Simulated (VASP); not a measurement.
# CsPbCl3 (P1) in VASP: single point with PBE

Aim: the single point of CsPbCl3 with PBE.

Program: VASP 6.6.1. These are calculated values, not measurements. Logs are shortened: lines on timing, memory, paths and dates and some standing lists are left out, and cuts for length are marked.

**1. The cell of the first run**

The typed cell holds 5 atoms: a = 5.733 Å, b = 5.736 Å, c = 5.736 Å, α = 90.01°, β = 89.85°, γ = 90.26°.

**2. Single point, PBE**

Contents of INCAR:

```
PREC     = Accurate       # precision mode
ENCUT    = 520            # plane-wave cutoff, eV
EDIFF    = 1E-7           # SCF threshold, eV
ISMEAR   = 0              # smearing method
SIGMA    = 0.05           # smearing width, eV
LREAL    = F              # projectors in reciprocal space
LASPH    = T              # aspherical terms in the spheres
NELM     = 60             # most SCF steps
ALGO     = Normal         # electronic algorithm
ISIF     = 2              # what is computed and relaxed
LWAVE    = F              # write WAVECAR
LCHARG   = T              # write CHGCAR
GGA      = PE             # functional
LELF     = T              # ELF
LVHAR    = T            
NBANDS   = 30             # bands
```

Contents of KPOINTS:

```
Automatic mesh
0
Gamma
  6 6 6
```

Contents of POSCAR:

```
CsPbCl3
1.0
    4.0636245612      2.3288929615      3.3069085178
   -4.0645108938      2.3371177109      3.3040573600
    0.0055246960     -4.6805650667      3.3152540779
Cs Pb Cl
1 1 3
Direct
    0.4994673272      0.5001720691      0.5013138094
   -0.0000582997     -0.0000275716     -0.0000562335
    0.4999622343     -0.0006071481     -0.0010216689
   -0.0001691136      0.0005255029      0.4999084146
    0.0007978518      0.4999371477     -0.0001443217
```

Potentials or basis: VASP PAW PBE potentials, release 64 (Cs_sv, Pb_d, Cl).

Command:

```bash
$ cat potpaw_PBE.64/Cs_sv/POTCAR potpaw_PBE.64/Pb_d/POTCAR potpaw_PBE.64/Cl/POTCAR > POTCAR
$ mpirun -np 1 vasp_std > vasp.out
```

OUTCAR:

```text
PREC = Accurate
   ENCUT = 520
   EDIFF = 1E-7
   ISMEAR = 0
   LREAL = F
   LASPH = T
   NELM = 60
   ISIF = 2
   GGA = PE

 ion  position               nearest neighbor table
   1  0.499  0.500  0.501-
   2  1.000  1.000  1.000-   3 2.87   3 2.87   4 2.87   5 2.87   4 2.87   5 2.87
   3  0.500  0.999  0.999-   2 2.87   2 2.87
   4  1.000  0.001  0.500-   2 2.87   2 2.87
   5  0.001  0.500  1.000-   2 2.87   2 2.87

  LATTYP: Found a triclinic cell.
 ALAT       =     5.7334484340
 B/A-ratio  =     1.0004065209
 C/A-ratio  =     1.0003984084
 COS(alpha) =     0.0002339612
 COS(beta)  =     0.0025895038
 COS(gamma) =     0.0044862497

  Lattice vectors:

 A1 = (  -4.0636245612,  -2.3288929615,  -3.3069085178)
 A2 = (  -4.0645108938,   2.3371177109,   3.3040573600)
 A3 = (  -0.0055246960,   4.6805650667,  -3.3152540779)

Analysis of symmetry for initial positions (statically):
=====================================================================
 Subroutine PRICEL returns:
 Original cell was already a primitive cell.

 Routine SETGRP: Setting up the symmetry group for a
 triclinic supercell.

 Subroutine GETGRP returns: Found  1 space group operations
 (whereof  1 operations were pure point group operations)
 out of a pool of  2 trial point group operations.

The static configuration has the point symmetry C_1 .

Analysis of symmetry for dynamics (positions and initial velocities):
=====================================================================
 Subroutine PRICEL returns:
 Original cell was already a primitive cell.

 Routine SETGRP: Setting up the symmetry group for a
 triclinic supercell.

 Subroutine GETGRP returns: Found  1 space group operations
 (whereof  1 operations were pure point group operations)
 out of a pool of  2 trial point group operations.

The dynamic configuration has the point symmetry C_1 .

 Subroutine INISYM returns: Found  1 space group operations
 (whereof  1 operations are pure point group operations),
 and found     1 'primitive' translations
[... 93 lines left out ...]
   ISTART =      0    job   : 0-new  1-cont  2-samecut
   ICHARG =      2    charge: 1-file 2-atom 10-const
   ISPIN  =      1    spin polarized calculation?
   LNONCOLLINEAR =      F non collinear calculations
   LSORBIT =      F    spin-orbit coupling
   LASPH  =      T    aspherical Exc in radial PAW
   ENCUT  =  520.0 eV  38.22 Ry    6.18 a.u.  10.66 10.66 10.66*2*pi/ulx,y,z
   NELM   =     60;   NELMIN=  2; NELMDL= -5     # of ELM steps
   EDIFF  = 0.1E-06   stopping-criterion for ELM
   LREAL  =      F    real-space projection
   EDIFFG = 0.1E-05   stopping-criterion for IOM
   NSW    =      0    number of steps for IOM
   IBRION =     -1    ionic relax: 0-MD 1-quasi-New 2-CG
   NFREE  =      0    steps in history (QN), initial steepest desc. (CG)
   ISIF   =      2    stress and relaxation
   ISYM   =      2    0-nonsym 1-usesym 2-fastsym
   POTIM  = 0.5000    time-step for ionic-motion
   TEBEG  =    0.0;   TEEND  =   0.0 temperature during run
   PSTRESS=    0.0 pullay stress
   NELECT =      44.0000    total number of electrons
   NUPDOWN=      -1.0000    fix difference up-down
   EMIN   =  10.00;   EMAX   =-10.00  energy-range for DOS
   EFERMI =   0.00;   METHOD = LEGACY
   ISMEAR =     0;   SIGMA  =   0.05  broadening in eV -4-tet -1-fermi 0-gaus
   EFERMI_NEDOS =   21; number of points for ismear=-14 and -15
   IALGO  =     38    algorithm
   IMIX   =      4    mixing-type and parameters
     AMIX     =   0.40;   BMIX     =  1.00
     AMIX_MAG =   1.60;   BMIX_MAG =  1.00
  volume/ion in A,a.u.               =      37.72       254.58
  Fermi-wavevector in a.u.,A,eV,Ry     =   1.007771  1.904411 13.818114  1.015603
  Thomas-Fermi vector in A             =   2.140597
   LORBIT       =      0    0 simple, 1 ext, 2 COOP (PROOUT), +10 PAW based schemes
   GGA     = PE    functional components
   LHFCALC =     F    Hartree Fock is set to
   AEXX    =    0.0000 exact exchange contribution
   IVDW    =     0    specifies the selected vdW correction
   LEPSILON=     F    determine dielectric tensor
   LRPA    =     F    only Hartree local field effects (RPA)
 non-spin polarized calculation
 Gauss-broadening in eV      SIGMA  =   0.05
  energy-cutoff  :      520.00
  volume of cell :      188.62
 maximum number of plane-waves:      5100
 NGX is ok and might be reduce to    48
   NGX = 21   NGY = 21   NGZ = 21

 number of electron      44.0000012 magnetization

 Free energy of the ion-electron system (eV)
  ---------------------------------------------------
  ext. energy  EPLUGINS =         0.00000000
  ---------------------------------------------------
  free energy    TOTEN  =       -17.56530795 eV

  energy without entropy =      -17.56530795  energy(sigma->0) =      -17.56530795

 E-fermi :   1.2438     XC(G=0):  -7.5297

 val. band max:        0.9592113225   @ k =   0.5000   0.5000   0.5000
 cond. band min:       3.1665637574   @ k =   0.5000   0.5000   0.5000
 fundamental gap:      2.2073524349
 Fermi energy:         1.2438337648

 k-point     1 :       0.0000    0.0000    0.0000
  band No.  band energies     occupation
      1     -20.0738      2.00000
      2     -15.5477      2.00000
      3     -15.5472      2.00000
      4     -15.3897      2.00000
      5     -15.3890      2.00000
      6     -15.3882      2.00000
[... 781 lines left out ...]
     29       7.1705      0.00000
     30       7.7000      0.00000

 [... further k-points ...]

------------------------ aborting loop because EDIFF is reached ----------------------------------------

  FORCE on cell =-STRESS in cart. coord.  units (eV):
  Direction    XX          YY          ZZ          XY          YZ          ZX
  --------------------------------------------------------------------------------------
  -------------------------------------------------------------------------------------
  Total       -0.0676410     -0.0278456     -0.0348320      0.0156547      0.0207567      0.0010117
  in kB       -0.5745518     -0.2365241     -0.2958675      0.1329730      0.1763100      0.0085934
  external PRESSURE =      -0.3689812 kB  Pullay stress =       0.0000000 kB

 VOLUME and BASIS-vectors are now :
 -----------------------------------------------------------------------------
  energy-cutoff  :      520.00
  volume of cell :      188.62
      direct lattice vectors                 reciprocal lattice vectors
     4.063624561  2.328892961  3.306908518     0.123066477  0.071535503  0.100790667
    -4.064510894  2.337117711  3.304057360    -0.122992667  0.071326290  0.100905340
     0.005524696 -4.680565067  3.315254078    -0.000179399 -0.142440822  0.100534513

 POSITION                                       TOTAL-FORCE (eV/Angst)
 -----------------------------------------------------------------------------------
     -0.00054     -0.01426      4.96627        -0.000074     -0.000058     -0.000227
      0.00451     -0.01449      9.92575         0.000267     -0.000081      0.000484
     -2.02487     -1.17573      8.26725        -0.000047      0.000120      0.000365
      4.06356     -0.01013      4.96541         0.000513     -0.000259     -0.000173
     -2.02323     -3.50962      4.96924        -0.000659      0.000278     -0.000449
 -----------------------------------------------------------------------------------
    total drift:                                0.000060      0.000133     -0.000027

  FREE ENERGIE OF THE ION-ELECTRON SYSTEM (eV)
  ---------------------------------------------------
  free  energy   TOTEN  =       -17.5653079497 eV

  energy  without entropy=      -17.5653079497  energy(sigma->0) =      -17.56530795
```

OSZICAR:

```text
N       E                     dE             d eps       ncg     rms          rms(c)
DAV:   1     0.408208108475E+03    0.40821E+03   -0.18652E+04  6720   0.129E+03
DAV:   2     0.317160308797E+02   -0.37649E+03   -0.35873E+03  8060   0.311E+02
DAV:   3    -0.167437351006E+02   -0.48460E+02   -0.48069E+02  8450   0.122E+02
DAV:   4    -0.184857373069E+02   -0.17420E+01   -0.17372E+01  8832   0.297E+01
DAV:   5    -0.185440930898E+02   -0.58356E-01   -0.58334E-01  8744   0.454E+00    0.492E+00
DAV:   6    -0.176003166312E+02    0.94378E+00   -0.16479E+00 10004   0.135E+01    0.323E+00
DAV:   7    -0.175519888003E+02    0.48328E-01   -0.63327E-01  9952   0.428E+00    0.187E+00
DAV:   8    -0.175671340109E+02   -0.15145E-01   -0.82321E-02  8958   0.216E+00    0.292E-01
DAV:   9    -0.175646791988E+02    0.24548E-02   -0.20120E-02 10784   0.104E+00    0.142E-01
DAV:  10    -0.175652094990E+02   -0.53030E-03   -0.20226E-03  8294   0.266E-01    0.567E-02
DAV:  11    -0.175653052961E+02   -0.95797E-04   -0.22795E-04  8962   0.114E-01    0.913E-03
DAV:  12    -0.175653079273E+02   -0.26313E-05   -0.23131E-05  9478   0.465E-02    0.346E-03
DAV:  13    -0.175653079164E+02    0.10883E-07   -0.19182E-06  8618   0.708E-03    0.205E-03
DAV:  14    -0.175653079497E+02   -0.33301E-07   -0.54670E-07  8004   0.635E-03
   1 F= -.17565308E+02 E0= -.17565308E+02  d E =-.110427E-17
```

stdout:

```text
POSCAR found type information on POSCAR CsPbCl
 POSCAR found :  3 types and       5 ions
 scaLAPACK will be used
 LDA part: xc-table for (Slater+PW92), standard interpolation
 POSCAR, INCAR and KPOINTS ok, starting setup
 FFT: planning ... GRIDC
 FFT: planning ... GRID_SOFT
 FFT: planning ... GRID
 WAVECAR not read
 entering main loop
```

It took 20 min on 1 thread of Intel Xeon 8259CL, shared host; peak memory 0.73 GiB.

Results:

```yaml
Free_energy: -17.5653 eV
Pressure: 0.0 GPa
Band_gap_on_the_k_mesh: 2.21 eV
```

Caveat: spin-orbit coupling is left out, which moves the levels of the heavy elements. A k mesh can miss the band edges.
